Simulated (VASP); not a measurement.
A run of VASP 6.6.1 is set up as follows.

Contents of INCAR:

```
PREC = Accurate ; ENCUT = 500
EDIFF = 1E-6 ; ISMEAR = -1
SIGMA = 0.1 ; LREAL = F
LASPH = T ; NELM = 120
ALGO = Normal ; ISIF = 2
LWAVE = F ; LCHARG = T
GGA = PE ; LELF = T
LVHAR = T ; NBANDS = 21
GGA_COMPAT = F
```

The input KPOINTS:

```
regular mesh
0
Gamma
  10 10 6
```

File POSCAR:

```
Mo
1.0
    2.6671805114      0.0000000000      0.0000000000
   -1.3335902557      2.3098460793      0.0000000000
    0.0000000000      0.0000000000      4.5876972999
Mo
2
Direct
    0.3333333333      0.6666666667      0.2500000000
    0.6666666667      0.3333333333      0.7500000000
```

Potentials or basis: VASP PAW PBE potentials, release 64 (Mo_sv).

Command:

```bash
$ cat potpaw_PBE.64/Mo_sv/POTCAR > POTCAR
$ mpirun -np 1 vasp_std > vasp.out
```

Estimate the pressure.

40.8 GPa.

What does it give for the band gap on the k mesh?

Zero (band 14 reaches 15.24 eV, above the bottom of band 15 at 13.05 eV).

Stress tensor (GPa, compression positive):
```
40.87  0.00  0.00
 0.00 40.87  0.00
 0.00  0.00 40.73
```
